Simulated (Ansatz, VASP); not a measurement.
**One calculation of GaSb3, two programs**

```
CELL_PARAMETERS angstrom
0.00000 3.58550 3.58550
3.58550 0.00000 3.58550
3.58550 3.58550 0.00000
ATOMIC_POSITIONS crystal
Ga 0.97211 0.97211 0.02789
Sb 0.25000 0.25000 0.25000
Sb 0.75000 0.75000 0.75000
Sb 0.50000 0.50000 0.50000
```

Alike in both runs: task single point; functional PBEsol; dispersion D3(BJ); k mesh 12 × 12 × 12; occupations gaussian, width 0.15 eV; no spin polarisation.

|  | VASP | Ansatz |
| --- | --- | --- |
| version | VASP 6.6.1 | Ansatz 0.2.0 |
| potentials or method | VASP PAW PBE potentials, release 64 (Ga_d, Sb), cutoff 520 eV | scalar-relativistic, plane waves, PAW |
| valence electrons in the cell | 28 | 58 |

```csv
,VASP,Ansatz,Ansatz less VASP
gap on the k mesh at the Fermi level (eV),none,none,-
pressure (GPa),0.9,0.8,-0.09
"traceless stress, the component that is largest in VASP (GPa)",-0.18,-0.18,+0.002
rms of the force components (eV/Å),0.147,0.145,-0.0014
```

VASP's potentials were made for PBE, not for PBEsol. Atom by atom the forces differ by 0.002 eV/Å (rms over components). A gap of «none» marks a metal or a gap that the smearing closes. VASP's potentials hold 28 valence electrons a cell and Ansatz's 58, so a difference there can come from the potentials and not from the codes.

Neither program's run includes spin-orbit coupling.
